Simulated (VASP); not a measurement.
# SrCl2 (Fmmm) in VASP: further runs

The runs below take SrCl2 through single point, with r2SCAN.

Everything below comes from runs of VASP 6.6.1. Logs are shortened: lines on timing, memory, paths and dates and some standing lists are left out, and cuts for length are marked.

### 1 The cell of the first run

It takes space group Fmmm (No. 69, orthorhombic). The conventional cell has a = 6.901 Å, b = 6.971 Å, c = 7.041 Å, α = 90.00°, β = 90.00°, γ = 90.00°. Within 4.0 Å of Sr (site symmetry mmm) lie 8 Cl at 3.02 Å. Within 4.0 Å of Cl (site symmetry 222) lie 4 Sr at 3.02 Å and 6 Cl at 3.45 to 3.52 Å.

### 2 Single point, r2SCAN (strain +0.0100 x Voigt [1, -1, 0, 0, 0, 0])

POSCAR

```
SrCl2
1.0
    0.0000000000      3.4506450000      3.4855000000
    3.5203550000      0.0000000000      3.4855000000
    3.5203550000      3.4506450000      0.0000000000
Sr Cl
1 2
Direct
    0.0000000000      0.0000000000      0.0000000000
    0.2500000000      0.2500000000      0.2500000000
    0.7500000000      0.7500000000      0.7500000000
```

INCAR.step1

```
SYSTEM = SrCl2
ALGO = Normal ; EDIFF = 1E-4
ENCUT = 520 ; GGA = PE
ISMEAR = 0 ; LASPH = .TRUE.
LCHARG = .FALSE. ; LREAL = .FALSE.
LWAVE = .TRUE. ; NBANDS = 19
NELM = 80 ; PREC = Accurate
SIGMA = 0.05
```

INCAR.step2

```
SYSTEM = SrCl2
ALGO = Normal ; EDIFF = 1E-6
ENCUT = 520 ; ISIF = 2
ISMEAR = 0 ; ISTART = 1
LASPH = .TRUE. ; LCHARG = .FALSE.
LMIXTAU = .TRUE. ; LREAL = .FALSE.
LWAVE = .FALSE. ; METAGGA = R2SCAN
NBANDS = 19 ; NELM = 80
PREC = Accurate ; SIGMA = 0.05
```

KPOINTS

```
k-points
0
G
  6 6 6
  0 0 0
```

Potentials or basis: VASP PAW PBE potentials, release 64 (Sr_sv, Cl).

Run with:

```console
$ cat potpaw_PBE.64/Sr_sv/POTCAR potpaw_PBE.64/Cl/POTCAR > POTCAR
$ cp INCAR.step1 INCAR
$ mpirun -np 1 vasp_std > vasp.out
$ cp INCAR.step2 INCAR
$ mpirun -np 1 vasp_std > vasp.out
```

OUTCAR:

```text
SYSTEM = SrCl2
   EDIFF = 1E-6
   ENCUT = 520
   ISIF = 2
   ISMEAR = 0
   ISTART = 1
   LASPH = .TRUE.
   LREAL = .FALSE.
   METAGGA = R2SCAN
   NELM = 80
   PREC = Accurate

 ion  position               nearest neighbor table
   1  0.000  0.000  0.000-   3 3.02   3 3.02   2 3.02   3 3.02   2 3.02   2 3.02   3 3.02   2 3.02

   2  0.250  0.250  0.250-   1 3.02   1 3.02   1 3.02   1 3.02
   3  0.750  0.750  0.750-   1 3.02   1 3.02   1 3.02   1 3.02

  LATTYP: Found a face centered orthorhombic cell.
 ALAT       =     6.9012900000
 B/A-ratio  =     1.0101010101
 C/A-ratio  =     1.0202020202

  Lattice vectors:

 A1 = (  -3.5203550000,   0.0000000000,  -3.4855000000)
 A2 = (  -3.5203550000,   3.4506450000,   0.0000000000)
 A3 = (   0.0000000000,   3.4506450000,  -3.4855000000)

Analysis of symmetry for initial positions (statically):
=====================================================================
 Subroutine PRICEL returns:
 Original cell was already a primitive cell.

 Routine SETGRP: Setting up the symmetry group for a
 face centered orthorhombic supercell.

 Subroutine GETGRP returns: Found  8 space group operations
 (whereof  8 operations were pure point group operations)
 out of a pool of  8 trial point group operations.

The static configuration has the point symmetry D_2h.

Analysis of symmetry for dynamics (positions and initial velocities):
=====================================================================
 Subroutine PRICEL returns:
 Original cell was already a primitive cell.

 Routine SETGRP: Setting up the symmetry group for a
 face centered orthorhombic supercell.

 Subroutine GETGRP returns: Found  8 space group operations
 (whereof  8 operations were pure point group operations)
 out of a pool of  8 trial point group operations.

The dynamic configuration has the point symmetry D_2h.

 Subroutine INISYM returns: Found  8 space group operations
 (whereof  8 operations are pure point group operations),
 and found     1 'primitive' translations

----------------------------------------------------------------------------------------

                                     Primitive cell

  volume of cell :      84.6802

  direct lattice vectors                    reciprocal lattice vectors
     0.000000000  3.450645000  3.485500000    -0.142031130  0.144900446  0.143451442
     3.520355000  0.000000000  3.485500000     0.142031130 -0.144900446  0.143451442
     3.520355000  3.450645000  0.000000000     0.142031130  0.144900446 -0.143451442
[... 85 lines left out ...]
   NELM   =     80;   NELMIN=  2; NELMDL=  0     # of ELM steps
   EDIFF  = 0.1E-05   stopping-criterion for ELM
   LREAL  =      F    real-space projection
   EDIFFG = 0.1E-04   stopping-criterion for IOM
   NSW    =      0    number of steps for IOM
   IBRION =     -1    ionic relax: 0-MD 1-quasi-New 2-CG
   NFREE  =      0    steps in history (QN), initial steepest desc. (CG)
   ISIF   =      2    stress and relaxation
   ISYM   =      2    0-nonsym 1-usesym 2-fastsym
   POTIM  = 0.5000    time-step for ionic-motion
   TEBEG  =    0.0;   TEEND  =   0.0 temperature during run
   PSTRESS=    0.0 pullay stress
   NELECT =      24.0000    total number of electrons
   NUPDOWN=      -1.0000    fix difference up-down
   EMIN   =  10.00;   EMAX   =-10.00  energy-range for DOS
   EFERMI =   0.00;   METHOD = LEGACY
   ISMEAR =     0;   SIGMA  =   0.05  broadening in eV -4-tet -1-fermi 0-gaus
   EFERMI_NEDOS =   21; number of points for ismear=-14 and -15
   IALGO  =     38    algorithm
   IMIX   =      4    mixing-type and parameters
     AMIX     =   0.40;   BMIX     =  1.00
     AMIX_MAG =   1.60;   BMIX_MAG =  1.00
  volume/ion in A,a.u.               =      28.23       190.48
  Fermi-wavevector in a.u.,A,eV,Ry     =   1.075354  2.032124 15.733579  1.156385
  Thomas-Fermi vector in A             =   2.211208
   LORBIT       =      0    0 simple, 1 ext, 2 COOP (PROOUT), +10 PAW based schemes
   METAGGA = R2SCAN    functional components
   LHFCALC =     F    Hartree Fock is set to
   AEXX    =    0.0000 exact exchange contribution
   IVDW    =     0    specifies the selected vdW correction
   LEPSILON=     F    determine dielectric tensor
   LRPA    =     F    only Hartree local field effects (RPA)
 non-spin polarized calculation
 Gauss-broadening in eV      SIGMA  =   0.05
  energy-cutoff  :      520.00
  volume of cell :       84.68
 maximum number of plane-waves:      2299
   NGX = 19   NGY = 19   NGZ = 19

 number of electron      24.0000002 magnetization

 Free energy of the ion-electron system (eV)
  ---------------------------------------------------
  ext. energy  EPLUGINS =         0.00000000
  ---------------------------------------------------
  free energy    TOTEN  =       -35.69241962 eV

  energy without entropy =      -35.69241962  energy(sigma->0) =      -35.69241962

 E-fermi :   0.1126     XC(G=0):  -8.7795

 val. band max:       -0.1376761731   @ k =   0.5000   0.0000   0.5000
 cond. band min:       5.7610784445   @ k =   0.0000   0.0000   0.0000
 fundamental gap:      5.8987546176
 Fermi energy:         0.1126394826

 k-point     1 :       0.0000    0.0000    0.0000
  band No.  band energies     occupation
      1     -34.1463      2.00000
      2     -15.5203      2.00000
      3     -15.5174      2.00000
      4     -15.5143      2.00000
      5     -14.0991      2.00000
      6     -13.2174      2.00000
[... 505 lines left out ...]
      6     -13.4279      2.00000
[... 11 lines left out ...]
     18       9.3085      0.00000
     19      10.2961      0.00000

 [... further k-points ...]

------------------------ aborting loop because EDIFF is reached ----------------------------------------

  FORCE on cell =-STRESS in cart. coord.  units (eV):
  Direction    XX          YY          ZZ          XY          YZ          ZX
  --------------------------------------------------------------------------------------
  -------------------------------------------------------------------------------------
  Total       -0.0596694      0.5224786      0.2265505      0.0000000      0.0000000      0.0000000
  in kB       -1.1289654      9.8854693      4.2864107      0.0000000      0.0000000      0.0000000
  external PRESSURE =       4.3476382 kB  Pullay stress =       0.0000000 kB

 VOLUME and BASIS-vectors are now :
 -----------------------------------------------------------------------------
  energy-cutoff  :      520.00
  volume of cell :       84.68
      direct lattice vectors                 reciprocal lattice vectors
     0.000000000  3.450645000  3.485500000    -0.142031130  0.144900446  0.143451442
     3.520355000  0.000000000  3.485500000     0.142031130 -0.144900446  0.143451442
     3.520355000  3.450645000  0.000000000     0.142031130  0.144900446 -0.143451442

 POSITION                                       TOTAL-FORCE (eV/Angst)
 -----------------------------------------------------------------------------------
      0.00000      0.00000      0.00000         0.000000      0.000000     -0.000000
      1.76018      1.72532      1.74275         0.000000      0.000000      0.000000
      5.28053      5.17597      5.22825        -0.000000     -0.000000     -0.000000
 -----------------------------------------------------------------------------------
    total drift:                                0.000000      0.000000      0.000000

  FREE ENERGIE OF THE ION-ELECTRON SYSTEM (eV)
  ---------------------------------------------------
  free  energy   TOTEN  =       -35.6924196166 eV

  energy  without entropy=      -35.6924196166  energy(sigma->0) =      -35.69241962
```

OUTCAR.step1:

```text
SYSTEM = SrCl2
   EDIFF = 1E-4
   ENCUT = 520
   GGA = PE
   ISMEAR = 0
[... 756 lines left out ...]
      0.00000      0.00000      0.00000        -0.000000      0.000000     -0.000000
      1.76018      1.72532      1.74275        -0.000000      0.000000      0.000000
      5.28053      5.17597      5.22825         0.000000      0.000000     -0.000000
 -----------------------------------------------------------------------------------
    total drift:                                0.000000      0.000000      0.000000

  FREE ENERGIE OF THE ION-ELECTRON SYSTEM (eV)
  ---------------------------------------------------
  free  energy   TOTEN  =       -12.7780243134 eV

  energy  without entropy=      -12.7780243134  energy(sigma->0) =      -12.77802431
```

OSZICAR.step1:

```text
N       E                     dE             d eps       ncg     rms          rms(c)
DAV:   1     0.141691850520E+03    0.14169E+03   -0.11553E+04  1748   0.114E+03
DAV:   2    -0.384916956558E+01   -0.14554E+03   -0.14058E+03  2289   0.223E+02
DAV:   3    -0.127562575401E+02   -0.89071E+01   -0.88779E+01  2295   0.550E+01
DAV:   4    -0.130510227147E+02   -0.29477E+00   -0.29432E+00  2890   0.842E+00
DAV:   5    -0.130542038130E+02   -0.31811E-02   -0.31807E-02  2411   0.826E-01    0.130E+01
DAV:   6    -0.127600518570E+02    0.29415E+00   -0.59151E-01  2024   0.431E+00    0.835E+00
DAV:   7    -0.127698123959E+02   -0.97605E-02   -0.36573E-01  2386   0.363E+00    0.212E+00
DAV:   8    -0.127755429272E+02   -0.57305E-02   -0.54578E-02  1983   0.129E+00    0.405E-01
DAV:   9    -0.127765633369E+02   -0.10204E-02   -0.20239E-03  2229   0.268E-01    0.146E-01
DAV:  10    -0.127778981834E+02   -0.13348E-02   -0.93563E-04  1896   0.179E-01    0.359E-02
DAV:  11    -0.127780022755E+02   -0.10409E-03   -0.68953E-05  2121   0.474E-02    0.408E-02
DAV:  12    -0.127780243134E+02   -0.22038E-04   -0.24615E-05  1512   0.266E-02
   1 F= -.12778024E+02 E0= -.12778024E+02  d E =-.459943E-24
```

Wall time 2.2 min (1 thread of Intel Xeon 6975P-C (Granite Rapids), shared host); peak memory 0.28 GiB.

Results:

| Quantity | Value |
| --- | --- |
| Free energy | -35.6924 eV |
| Pressure | 0.4 GPa |
| Band gap on the k mesh | 5.90 eV (least direct gap 5.92 eV) |

Caveat: the cell differs from its parent crystal (strain +0.0100 x Voigt [1, -1, 0, 0, 0, 0]); the PAW data sets were made with another functional, which shifts forces and pressure a little. A k mesh can miss the band edges.

### 3 Single point, r2SCAN (strain +0.0150 x Voigt [1, -1, 0, 0, 0, 0])

POSCAR

```
SrCl2
1.0
    0.0000000000      3.4332175000      3.4855000000
    3.5377825000      0.0000000000      3.4855000000
    3.5377825000      3.4332175000      0.0000000000
Sr Cl
1 2
Direct
    0.0000000000      0.0000000000      0.0000000000
    0.2500000000      0.2500000000      0.2500000000
    0.7500000000      0.7500000000      0.7500000000
```

INCAR.step1

```
SYSTEM = SrCl2
ALGO     = Normal         ! electronic algorithm
EDIFF    = 1E-4           ! SCF threshold, eV
ENCUT    = 520            ! plane-wave cutoff, eV
GGA      = PE             ! functional
ISMEAR   = 0              ! smearing method
LASPH    = .True.         ! aspherical terms in the spheres
LCHARG   = .False.        ! write CHGCAR
LREAL    = .False.        ! projectors in reciprocal space
LWAVE    = .True.         ! write WAVECAR
NBANDS   = 19             ! bands
NELM     = 100            ! most SCF steps
PREC     = Accurate       ! precision mode
SIGMA    = 0.05           ! smearing width, eV
```

INCAR.step2

```
SYSTEM = SrCl2
ALGO     = Normal         ! electronic algorithm
EDIFF    = 1E-7           ! SCF threshold, eV
ENCUT    = 520            ! plane-wave cutoff, eV
ISIF     = 2              ! what is computed and relaxed
ISMEAR   = 0              ! smearing method
ISTART   = 1            
LASPH    = .True.         ! aspherical terms in the spheres
LCHARG   = .True.         ! write CHGCAR
LELF     = .True.         ! ELF
LMIXTAU  = .True.       
LREAL    = .False.        ! projectors in reciprocal space
LVHAR    = .True.       
LWAVE    = .False.        ! write WAVECAR
METAGGA  = R2SCAN         ! meta-GGA
NBANDS   = 19             ! bands
NELM     = 100            ! most SCF steps
PREC     = Accurate       ! precision mode
SIGMA    = 0.05           ! smearing width, eV
```

KPOINTS

```
k-points
0
Gamma
  6 6 6
  0 0 0
```

Potentials or basis: VASP PAW PBE potentials, release 64 (Sr_sv, Cl).

Run with:

```console
$ cat potpaw_PBE.64/Sr_sv/POTCAR potpaw_PBE.64/Cl/POTCAR > POTCAR
$ cp INCAR.step1 INCAR
$ mpirun -np 1 vasp_std > vasp.out
$ cp INCAR.step2 INCAR
$ mpirun -np 1 vasp_std > vasp.out
```

Run time: 2.4 min. Hardware: 1 thread of Intel Xeon 6975P-C (Granite Rapids), shared host; peak memory 0.28 GiB.

The run converged. Its results:

```
Free energy            : -35.6888 eV
Pressure               : 0.5 GPa
Band gap on the k mesh : 5.85 eV (least direct gap 5.88 eV)
```

Stress tensor (GPa, compression positive):
```
-0.37  0.00  0.00
 0.00  1.29  0.00
 0.00  0.00  0.44
```

Levels at points of the mesh, in eV from the valence-band top:
```tsv
k point	band 8	band 9	band 10	band 11	band 12	band 13	band 14	band 15	band 16	band 17
(0.00, 0.00, 0.00)	-2.26	-2.22	-0.57	-0.45	-0.33	5.85	6.51	6.69	9.46	9.53
(0.50, 0.00, 0.00)	-1.67	-1.58	-1.45	-1.18	-1.16	7.17	7.22	8.13	8.15	9.24
(0.50, 0.50, 0.00)	-2.09	-1.97	-0.63	-0.36	-0.10	5.88	7.69	8.13	8.58	8.65
(0.50, 0.00, 0.50)	-2.06	-2.00	-0.60	-0.47	0.00	5.88	7.81	8.12	8.68	8.72
(0.00, 0.50, 0.50)	-2.06	-1.99	-0.53	-0.39	-0.19	5.89	7.57	8.13	8.51	8.55
```

Caveat: the cell differs from its parent crystal (strain +0.0150 x Voigt [1, -1, 0, 0, 0, 0]); the PAW data sets were made with another functional, which shifts forces and pressure a little. A k mesh can miss the band edges.

### 4 Single point, r2SCAN (strain +0.0050 x Voigt [1, -1, 0, 0, 0, 0])

POSCAR

```
SrCl2
1.0
    0.0000000000      3.4680725000      3.4855000000
    3.5029275000      0.0000000000      3.4855000000
    3.5029275000      3.4680725000      0.0000000000
Sr Cl
1 2
Direct
    0.0000000000      0.0000000000      0.0000000000
    0.2500000000      0.2500000000      0.2500000000
    0.7500000000      0.7500000000      0.7500000000
```

INCAR.step1

```
PREC = Accurate
ENCUT = 520
ISMEAR = 0
SIGMA = 0.05
LREAL = F
LASPH = T
NELM = 60
NBANDS = 19
GGA = PE
ALGO = Normal
EDIFF = 1E-4
LWAVE = T
LCHARG = F
```

INCAR.step2

```
PREC = Accurate
ENCUT = 520
EDIFF = 1E-6
ISMEAR = 0
SIGMA = 0.05
LREAL = F
LASPH = T
NELM = 60
ALGO = Normal
ISIF = 2
LWAVE = F
LCHARG = F
METAGGA = R2SCAN
LMIXTAU = T
NBANDS = 19
ISTART = 1
```

KPOINTS

```
Automatic mesh
0
Gamma
  6 6 6
```

Potentials or basis: VASP PAW PBE potentials, release 64 (Sr_sv, Cl).

Run with:

```console
$ cat potpaw_PBE.64/Sr_sv/POTCAR potpaw_PBE.64/Cl/POTCAR > POTCAR
$ cp INCAR.step1 INCAR
$ mpirun -np 1 vasp_std > vasp.out
$ cp INCAR.step2 INCAR
$ mpirun -np 1 vasp_std > vasp.out
```

OUTCAR:

```text
PREC = Accurate
   ENCUT = 520
   EDIFF = 1E-6
   ISMEAR = 0
   LREAL = F
   LASPH = T
   NELM = 60
   ISIF = 2
   METAGGA = R2SCAN
   ISTART = 1

 ion  position               nearest neighbor table
   1  0.000  0.000  0.000-   3 3.02   3 3.02   3 3.02   2 3.02   3 3.02   2 3.02   2 3.02   2 3.02

   2  0.250  0.250  0.250-   1 3.02   1 3.02   1 3.02   1 3.02
   3  0.750  0.750  0.750-   1 3.02   1 3.02   1 3.02   1 3.02

  LATTYP: Found a face centered orthorhombic cell.
 ALAT       =     6.9361450000
[... 724 lines left out ...]

  FORCE on cell =-STRESS in cart. coord.  units (eV):
  Direction    XX          YY          ZZ          XY          YZ          ZX
  --------------------------------------------------------------------------------------
  -------------------------------------------------------------------------------------
  Total        0.0820446      0.3728204      0.2261340      0.0000000      0.0000000      0.0000000
  in kB        1.5521953      7.0533568      4.2782092      0.0000000      0.0000000      0.0000000
  external PRESSURE =       4.2945871 kB  Pullay stress =       0.0000000 kB

 VOLUME and BASIS-vectors are now :
 -----------------------------------------------------------------------------
  energy-cutoff  :      520.00
  volume of cell :       84.69
      direct lattice vectors                 reciprocal lattice vectors
     0.000000000  3.468072500  3.485500000    -0.142737753  0.144172303  0.143451442
     3.502927500  0.000000000  3.485500000     0.142737753 -0.144172303  0.143451442
     3.502927500  3.468072500  0.000000000     0.142737753  0.144172303 -0.143451442

 POSITION                                       TOTAL-FORCE (eV/Angst)
 -----------------------------------------------------------------------------------
      0.00000      0.00000      0.00000         0.000000     -0.000000     -0.000000
      1.75146      1.73404      1.74275         0.000000      0.000000      0.000000
      5.25439      5.20211      5.22825        -0.000000     -0.000000     -0.000000
 -----------------------------------------------------------------------------------
    total drift:                               -0.000000     -0.000000      0.000000

  FREE ENERGIE OF THE ION-ELECTRON SYSTEM (eV)
  ---------------------------------------------------
  free  energy   TOTEN  =       -35.6946241966 eV

  energy  without entropy=      -35.6946241966  energy(sigma->0) =      -35.69462420
```

OUTCAR.step1:

```text
PREC = Accurate
   ENCUT = 520
   ISMEAR = 0
   LREAL = F
[... 757 lines left out ...]
      0.00000      0.00000      0.00000        -0.000000      0.000000     -0.000000
      1.75146      1.73404      1.74275         0.000000     -0.000000     -0.000000
      5.25439      5.20211      5.22825        -0.000000      0.000000      0.000000
 -----------------------------------------------------------------------------------
    total drift:                               -0.000000     -0.000000      0.000000

  FREE ENERGIE OF THE ION-ELECTRON SYSTEM (eV)
  ---------------------------------------------------
  free  energy   TOTEN  =       -12.7801190514 eV

  energy  without entropy=      -12.7801190514  energy(sigma->0) =      -12.78011905
```

OSZICAR.step1:

```text
N       E                     dE             d eps       ncg     rms          rms(c)
DAV:   1     0.144396748141E+03    0.14440E+03   -0.11434E+04  1748   0.113E+03
DAV:   2    -0.351619875768E+01   -0.14791E+03   -0.14387E+03  2290   0.223E+02
DAV:   3    -0.127209297022E+02   -0.92047E+01   -0.91755E+01  2260   0.558E+01
DAV:   4    -0.130522474502E+02   -0.33132E+00   -0.33083E+00  2906   0.918E+00
DAV:   5    -0.130558651386E+02   -0.36177E-02   -0.36171E-02  2396   0.898E-01    0.130E+01
DAV:   6    -0.127620479573E+02    0.29382E+00   -0.59034E-01  2036   0.431E+00    0.835E+00
DAV:   7    -0.127719491364E+02   -0.99012E-02   -0.36604E-01  2397   0.362E+00    0.211E+00
DAV:   8    -0.127776334224E+02   -0.56843E-02   -0.54572E-02  1977   0.128E+00    0.403E-01
DAV:   9    -0.127786611225E+02   -0.10277E-02   -0.20236E-03  2240   0.268E-01    0.145E-01
DAV:  10    -0.127799932855E+02   -0.13322E-02   -0.93290E-04  1909   0.178E-01    0.357E-02
DAV:  11    -0.127800970618E+02   -0.10378E-03   -0.68567E-05  2119   0.474E-02    0.405E-02
DAV:  12    -0.127801190514E+02   -0.21990E-04   -0.24758E-05  1508   0.267E-02
   1 F= -.12780119E+02 E0= -.12780119E+02  d E =-.184374E-23
```

Wall time 2.8 min (1 thread of Intel Xeon 6975P-C (Granite Rapids), shared host); peak memory 0.29 GiB.

What came out:

- Free energy: -35.6946 eV
- Pressure: 0.4 GPa
- Band gap on the k mesh: 5.94 eV (least direct gap 5.96 eV)

Stress tensor (GPa, compression positive):
```
0.16 0.00 0.00
0.00 0.71 0.00
0.00 0.00 0.43
```

Caveat: the cell differs from its parent crystal (strain +0.0050 x Voigt [1, -1, 0, 0, 0, 0]); the PAW data sets were made with another functional, which shifts forces and pressure a little.

### 5 Overview

| cell | gap on the mesh (eV) | pressure (GPa) |
| --- | --- | --- |
| a = 4.905, b = 4.954, c = 4.929 Å, angles 59.5, 60.5, 60.0°, 3 atoms | 5.90 | 0.4 |
| a = 4.892, b = 4.966, c = 4.930 Å, angles 59.3, 60.7, 60.0°, 3 atoms | 5.85 | 0.5 |
| a = 4.917, b = 4.942, c = 4.929 Å, angles 59.8, 60.2, 60.0°, 3 atoms | 5.94 | 0.4 |

Alike in all rows: task single point; level r2SCAN; potentials or basis VASP PAW PBE potentials, release 64 (Sr_sv, Cl); no spin polarisation; k mesh 6 × 6 × 6; cutoff (eV) 520; smearing gaussian 0.05 eV.

Caveats: the PAW data sets were made with another functional, which shifts forces and pressure a little.

Total energies depend on the potentials used, so only differences within one code and one set of settings carry meaning.
